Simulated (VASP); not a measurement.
# V (Im-3m) in VASP: notebook, part 2 of 2

VASP 6.6.1. Earlier steps stand in the parts before.

**5. Relaxation of cell and atoms, PBE, target pressure 130 GPa, at which the enthalpy is minimised**

Input file INCAR:

```
SYSTEM = V
  PREC = Accurate
  ENCUT = 600
  EDIFF = 1E-6
  ISMEAR = -1
  SIGMA = 0.1
  LREAL = .FALSE.
  LASPH = .TRUE.
  NELM = 60
  ALGO = Normal
  ISIF = 3
  LWAVE = .FALSE.
  LCHARG = .FALSE.
  GGA = PE
  IBRION = 2
  NSW = 32
  EDIFFG = -0.005
  PSTRESS = 1300.0
```

Input file KPOINTS:

```
regular mesh
0
G
  20 20 20
  0 0 0
```

Input file POSCAR:

```
V
1.0
   -1.3260621410      1.3260621410      1.3260621410
    1.3260621410     -1.3260621410      1.3260621410
    1.3260621410      1.3260621410     -1.3260621410
V
1
Direct
    0.0000000000      0.0000000000      0.0000000000
```

Potentials or basis: VASP PAW PBE potentials, release 64 (V_sv).

The run is started by

```sh
$ cat potpaw_PBE.64/V_sv/POTCAR > POTCAR
$ mpirun -np 1 vasp_std > vasp.out
```

OUTCAR:

```text
SYSTEM = V
   PREC = Accurate
   ENCUT = 600
   EDIFF = 1E-6
   ISMEAR = -1
   LREAL = .FALSE.
   LASPH = .TRUE.
   NELM = 60
   ISIF = 3
   GGA = PE
   IBRION = 2
   NSW = 32
   EDIFFG = -0.005
   PSTRESS = 1300.0

 ion  position               nearest neighbor table
   1  0.000  0.000  0.000-

  LATTYP: Found a body centered cubic cell.
 ALAT       =     2.6521242820

  Lattice vectors:

 A1 = (  -1.3260621410,   1.3260621410,   1.3260621410)
 A2 = (   1.3260621410,  -1.3260621410,   1.3260621410)
 A3 = (   1.3260621410,   1.3260621410,  -1.3260621410)

Analysis of symmetry for initial positions (statically):
=====================================================================
 Subroutine PRICEL returns:
 Original cell was already a primitive cell.

 Routine SETGRP: Setting up the symmetry group for a
 body centered cubic supercell.

 Subroutine GETGRP returns: Found 48 space group operations
 (whereof 48 operations were pure point group operations)
 out of a pool of 48 trial point group operations.

The static configuration has the point symmetry O_h .

Analysis of symmetry for dynamics (positions and initial velocities):
[... 166 lines left out ...]
  in kB     1324.9771453   1324.9771453   1324.9771453      0.0000000      0.0000000      0.0000000
  external PRESSURE =      24.9771453 kB  Pullay stress =    1300.0000000 kB
[... 98 lines left out ...]
--------------------------------------- Ionic step        4  -------------------------------------------

 number of electron      13.0000006 magnetization

 Free energy of the ion-electron system (eV)
  ---------------------------------------------------
  ext. energy  EPLUGINS =         0.00000000
  ---------------------------------------------------
  free energy    TOTEN  =        -7.75610666 eV

  energy without entropy =       -7.71748628  energy(sigma->0) =       -7.73679647

 E-fermi :  15.0872     XC(G=0): -15.0078

 val. band max:       15.0847812318   @ k =   0.1000   0.0000   0.0000
 cond. band min:      15.0948443260   @ k =  -0.2000   0.2000   0.1500
 fundamental gap:      0.0100630942
 Fermi energy:        15.0871903746

 k-point     1 :       0.0000    0.0000    0.0000
  band No.  band energies     occupation
      1     -48.6029      2.00000
      2     -20.8053      2.00000
      3     -20.8053      2.00000
      4     -20.8053      2.00000
      5       8.1406      2.00000
      6      15.3708      0.11078
      7      15.3708      0.11078
      8      15.3708      0.11078
      9      18.4910      0.00000
     10      18.4910      0.00000
[... 287 lines left out ...]
 k-point    24 :       0.2500    0.1000    0.0000
  band No.  band energies     occupation
      1     -48.0765      2.00000
      2     -22.6005      2.00000
      3     -21.3582      2.00000
      4     -20.9208      2.00000
      5      11.2526      2.00000
      6      13.6452      2.00000
      7      14.8996      1.73435
      8      17.9157      0.00000
      9      19.0679      0.00000
     10      19.6542      0.00000

 [... further k-points ...]

------------------------ aborting loop because EDIFF is reached ----------------------------------------

  FORCE on cell =-STRESS in cart. coord.  units (eV):
  Direction    XX          YY          ZZ          XY          YZ          ZX
  --------------------------------------------------------------------------------------
  -------------------------------------------------------------------------------------
  Total        7.5962458      7.5962458      7.5962458     -0.0000000     -0.0000000      0.0000000
  in kB     1299.8619019   1299.8619019   1299.8619019     -0.0000000     -0.0000000      0.0000000
  external PRESSURE =      -0.1380981 kB  Pullay stress =    1300.0000000 kB
[... 20 lines left out ...]
  energy  without entropy=       -7.7174862821  energy(sigma->0) =       -7.73679647

  enthalpy is  TOTEN    =        -0.1590538153 eV   P V=        7.5970528483

 reached required accuracy - stopping structural energy minimisation
```

OSZICAR:

```text
N       E                     dE             d eps       ncg     rms          rms(c)
DAV:   1     0.893792105834E+02    0.89379E+02   -0.79716E+03  5120   0.167E+03
DAV:   2    -0.711723560126E+01   -0.96496E+02   -0.94057E+02  5248   0.391E+02
DAV:   3    -0.840747998961E+01   -0.12902E+01   -0.12612E+01  5208   0.534E+01
DAV:   4    -0.841353808352E+01   -0.60581E-02   -0.60575E-02  5200   0.398E+00
[... 24 lines left out ...]
   3 F= -.15905291E+00 E0= -.13974027E+00  d E =-.244594E-03
       N       E                     dE             d eps       ncg     rms          rms(c)
DAV:   1    -0.775611127362E+01    0.12277E-02   -0.11433E-04  5140   0.203E-01    0.351E-02
DAV:   2    -0.775610674234E+01    0.45313E-05   -0.13881E-05  5142   0.618E-02    0.375E-03
DAV:   3    -0.775610666353E+01    0.78806E-07   -0.41415E-07  2560   0.101E-02
   4 F= -.15905382E+00 E0= -.13974362E+00  d E =-.245501E-03
```

CONTCAR:

```text
V
   1.00000000000000
    -1.3277535220028553    1.3277535220028553    1.3277535220028553
     1.3277535220028553   -1.3277535220028553    1.3277535220028553
     1.3277535220028553    1.3277535220028553   -1.3277535220028553
  V
     1
Direct
     0.0000000000000000    0.0000000000000000    0.0000000000000000

  0.00000000E+00  0.00000000E+00  0.00000000E+00
```

It took 63 s on 1 thread of Intel Xeon 8259CL, shared host; peak memory 0.15 GiB.

Results:

```
Free energy                                                : -7.7561 eV
Relaxed volume                                             : 9.36 Å³/atom
Relaxed cell                                               : a = 2.300 Å, b = 2.300 Å, c = 2.300 Å, α = 109.47°, β = 109.47°, γ = 109.47°
Space group after relaxing (to 0.1 Å)                      : Im-3m (No. 229)
Energy change on relaxing (the run minimises the enthalpy) : -29.2 meV/atom
Ionic steps                                                : 4
Pressure after relaxing                                    : 130.0 GPa
Band gap on the k mesh                                     : zero (an odd number of electrons rules out a gap without spin polarisation)
```

The path:
```
step  energy change (eV)  largest force (eV/Å)  pressure (GPa)  volume (Å³)
   1              0.0000                0.0000          132.50         9.33
   2             -0.1556                0.0000          120.13         9.52
   3             -0.0305                0.0000          129.89         9.36
   4             -0.0292                0.0000          129.99         9.36
```

Final structure:
```
CELL_PARAMETERS angstrom
-1.32775 1.32775 1.32775
1.32775 -1.32775 1.32775
1.32775 1.32775 -1.32775
ATOMIC_POSITIONS crystal
V 0.00000 0.00000 0.00000
```

Levels at points of the mesh, in eV from the Fermi level:
```
           k point  band 3  band 4  band 5  band 6  band 7  band 8  band 9  band 10
(0.00, 0.00, 0.00)  -35.89  -35.89   -6.95    0.28    0.28    0.28    3.40     3.40
(0.50, 0.00, 0.00)  -36.66  -35.94   -4.76   -2.22    3.57    3.69    4.11     6.38
(0.50, 0.50, 0.50)  -37.60  -37.60   -5.27   -5.27    5.70    5.70    5.70    14.40
```

Caveat: the cell is relaxed towards a set pressure, so the run minimises the enthalpy, not the energy.

**6. The runs side by side**

| task | cell | cutoff (eV) | gap on the mesh (eV) | pressure (GPa) |
| --- | --- | --- | --- | --- |
| single point | a = 2.297 Å, angles 109.5°, 1 atom | 520 | none | 132.3 |
| single point | a = 2.597 Å, angles 109.5°, 1 atom | 520 | none | 0.2 |
| relaxation of cell and atoms | relaxed to 130 GPa from a = 2.297 Å, angles 109.5°, 1 atom | 600 | none | 130.0 |

Alike in all rows: level PBE; potentials or basis VASP PAW PBE potentials, release 64 (V_sv); no spin polarisation; k mesh 20 × 20 × 20; smearing fermi-dirac 0.1 eV.

Caveats: the cell stands under pressure (at least some runs); the cell is relaxed towards a set pressure, so the run minimises the enthalpy, not the energy (at least some runs).

Total energies depend on the potentials used, so only differences within one code and one set of settings carry meaning.
